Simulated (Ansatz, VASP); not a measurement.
**Two plane-wave programs on C**

```
C
1.0
    -2.82245    2.82245    1.95055
     2.82245   -2.82245    1.95055
     2.82245    2.82245   -1.95055
C
12
Cartesian
  0.0000 0.0000 1.9506
  2.8224 0.0000 0.9753
  0.0000 2.8224 0.9753
  0.0000 0.0000 0.0000
  0.8147 0.8147 2.9258
  2.0077 2.0077 0.9753
  2.0077 0.8147 1.9506
  0.8147 2.0077 0.0000
  -0.8147 2.0077 1.9506
  3.6372 0.8147 0.0000
  0.8147 -0.8147 0.9753
  -0.8147 0.8147 0.9753
```

Alike in both runs: task single point; functional PBE; k mesh 6 × 6 × 6; occupations gaussian, width 0.1 eV; no spin polarisation.

|  | VASP | Ansatz |
| --- | --- | --- |
| version | VASP 6.6.1 | Ansatz 0.2.0 |
| potentials or method | VASP PAW PBE potentials, release 64 (C), cutoff 520 eV | scalar-relativistic, plane waves, PAW |
| valence electrons in the cell | 48 | 48 |

```csv
,VASP,Ansatz,Ansatz less VASP
gap on the k mesh at the Fermi level (eV),none,none,-
rms of the force components (eV/Å),0.512,0.531,+0.0189
```

Atom by atom the forces differ by 0.019 eV/Å (rms over components). A gap of «none» marks a metal or a gap that the smearing closes.
